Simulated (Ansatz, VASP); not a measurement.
**GeSb4Te7: VASP beside Ansatz**

```
Ge Sb Te
1.0
     4.26566    0.00000    0.00000
    -2.13283    3.69417    0.00000
     0.00000    0.00000   24.22415
Ge Sb Te
1 4 7
Cartesian
  0.0000 0.0000 12.1121
  2.1328 1.2314 22.2429
  0.0000 2.4628 8.4306
  0.0000 2.4628 1.9813
  2.1328 1.2314 15.7936
  0.0000 2.4628 20.5372
  2.1328 1.2314 3.6869
  0.0000 0.0000 17.4885
  2.1328 1.2314 10.4379
  0.0000 2.4628 13.7862
  0.0000 0.0000 0.0000
  0.0000 0.0000 6.7356
```

Alike in both runs: task single point; functional PBE; k mesh 12 × 12 × 2; occupations fermi-dirac, width 0.02 eV; no spin polarisation.

```csv
,VASP,Ansatz
version,VASP 6.6.1,Ansatz 0.2.0
potentials or method,"VASP PAW PBE potentials, release 64 (Ge_d, Sb, Te)","plane waves, PAW"
plane-wave cutoff (eV),520,420
valence electrons in the cell,76,186
```

|  | VASP | Ansatz | Ansatz less VASP |
| --- | --- | --- | --- |
| pressure (GPa) | 1.6 | 1.6 | 0.00 |
| traceless stress, the component that is largest in VASP (GPa) | -0.12 | -0.13 | -0.010 |
| rms of the force components (eV/Å) | 0.070 | 0.061 | -0.0090 |

Atom by atom the forces differ by 0.011 eV/Å (rms over components). The functional is the same, so the differences come from potentials, cutoffs and numerics. VASP's potentials hold 76 valence electrons a cell and Ansatz's 186, so a difference there can come from the potentials and not from the codes.

Neither program's run includes spin-orbit coupling.
